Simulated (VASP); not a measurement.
The system is PtSe2.

```
Pt Se
1.0
     3.74866    0.00000    0.00000
    -1.87433    3.24644    0.00000
     0.00000    0.00000    5.09552
Pt Se
1 2
Direct
  0.00000 0.00000 0.00000
  0.66667 0.33333 0.75000
  0.33333 0.66667 0.25000
```

Base run:

| Quantity | Value |
| --- | --- |
| Program | VASP 6.6.1 |
| Functional | revPBE |
| Dispersion | D3(BJ) |
| Potentials or basis | VASP PAW PBE potentials, release 64 (Pt, Se) |
| Cutoff | 520 eV |
| k mesh | 8 × 8 × 5 |
| Occupations | fermi-dirac, width 0.05 eV |
| Spin | no spin polarisation |

Its results: band gap on the k mesh zero (bands 11 and 12 overlap by 0.26 eV); pressure -0.9 GPa; largest force 0.444 eV/Å.

**Question.** The run is repeated on the same cell with these changes: functional from revPBE to BLYP. What comes out?

**Answer.** Band gap on the k mesh zero (bands 11 and 12 overlap by 0.24 eV); pressure 3.8 GPa; largest force 0.925 eV/Å.

Caveats: the PAW data sets were made with another functional, which shifts forces and pressure a little; spin-orbit coupling is left out, which moves the levels of the heavy elements; the cell stands under pressure (at least some runs).
